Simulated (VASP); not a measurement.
A run of VASP 6.6.1 is set up as follows.

INCAR

```
SYSTEM = AlN
PREC = Accurate
ENCUT = 520
EDIFF = 1E-6
ISMEAR = 0
SIGMA = 0.05
LREAL = .False.
LASPH = .True.
NELM = 80
ALGO = Normal
ISIF = 2
LWAVE = .False.
LCHARG = .True.
GGA = PS
LELF = .True.
LVHAR = .True.
NBANDS = 26
```

The input KPOINTS:

```
Automatic mesh
0
Gamma
  8 8 8
  0 0 0
```

The input POSCAR:

```
AlN
1.0
   -3.1135599857      0.0000000000      0.0000000000
    0.0000000000      5.3928440876      0.0000000000
    1.5567799928     -2.6964220438     -4.9833504711
Al N
4 4
Direct
    1.0218527121      0.3385941251      0.9984838769
    0.5218527121      0.8385941251      0.9984838769
    0.2266311648      0.9098897518      0.4984838769
    0.7266311648      0.4098897518      0.4984838769
    0.7880608101      0.1545743361      0.6165216865
    0.2880608101      0.6545743361      0.6165216865
    0.0784608764      0.7119473504      0.1165216865
    0.5784608764      0.2119473504      0.1165216865
```

Potentials or basis: VASP PAW PBE potentials, release 64 (Al, N).

Command:

```console
$ cat potpaw_PBE.64/Al/POTCAR potpaw_PBE.64/N/POTCAR > POTCAR
$ mpirun -np 1 vasp_std > vasp.out
```

Question: Predict the largest force.

Answer: 1.882 eV/Å.

Question: Estimate the band gap on the k mesh.

Answer: 4.02 eV.

Stress tensor (GPa, compression positive):
```
-7.22 -0.52  0.00
-0.52 11.18  0.00
 0.00  0.00  0.70
```

Caveat: the cell differs from its parent crystal (atoms displaced along several vibrational modes); the stress differs along the axes, from -7 to 11 GPa; the PAW data sets were made with another functional, which shifts forces and pressure a little. A k mesh can miss the band edges.
